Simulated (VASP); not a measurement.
Wanted: the native input for a VASP 6.6.1 run.

```
Task                   : single point
Functional             : LDA
Potentials or basis    : VASP PAW LDA potentials, release 64 (Ga_d, P)
Cutoff                 : 500 eV
k mesh                 : 14 × 14 × 14
Occupations            : fermi-dirac, width 0.1 eV
Spin                   : no spin polarisation
Dipole correction      : no
Further INCAR settings : ALGO = Normal; EDIFF = 1e-06; NBANDS = 16
```

The structure of GaP (rocksalt type) lies in POSCAR:

```
GaP
1.0
    0.0000000000      2.5253746113      2.5253746113
    2.5253746113      0.0000000000      2.5253746113
    2.5253746113      2.5253746113      0.0000000000
Ga P
1 1
Direct
    0.0000000000      0.0000000000      0.0000000000
    0.5000000000      0.5000000000      0.5000000000
```

One way to write it, as run:

INCAR

```
SYSTEM = GaP
PREC     = Accurate       ! precision mode
ENCUT    = 500            ! plane-wave cutoff, eV
EDIFF    = 1E-6           ! SCF threshold, eV
ISMEAR   = -1             ! smearing method
SIGMA    = 0.1            ! smearing width, eV
LREAL    = .FALSE.        ! projectors in reciprocal space
LASPH    = .TRUE.         ! aspherical terms in the spheres
NELM     = 120            ! most SCF steps
ALGO     = Normal         ! electronic algorithm
ISIF     = 2              ! what is computed and relaxed
LWAVE    = .FALSE.        ! write WAVECAR
LCHARG   = .FALSE.        ! write CHGCAR
GGA      = CA             ! functional
NBANDS   = 16             ! bands
GGA_COMPAT= .FALSE.
```

KPOINTS

```
regular mesh
0
G
  14 14 14
  0 0 0
```

Potentials or basis: VASP PAW LDA potentials, release 64 (Ga_d, P).

The run is started by

```sh
$ cat potpaw_LDA.64/Ga_d/POTCAR potpaw_LDA.64/P/POTCAR > POTCAR
$ mpirun -np 1 vasp_std > vasp.out
```

Results of the run:

```json
{"Pressure": "0.1 GPa", "Band gap on the k mesh": "zero (band 9 reaches 7.59 eV, above the bottom of band 10 at 4.14 eV)"}
```

Run time: 41 s on 1 thread of AMD EPYC 9R45 (Zen 5), with other jobs on the host, peak memory 0.14 GiB.
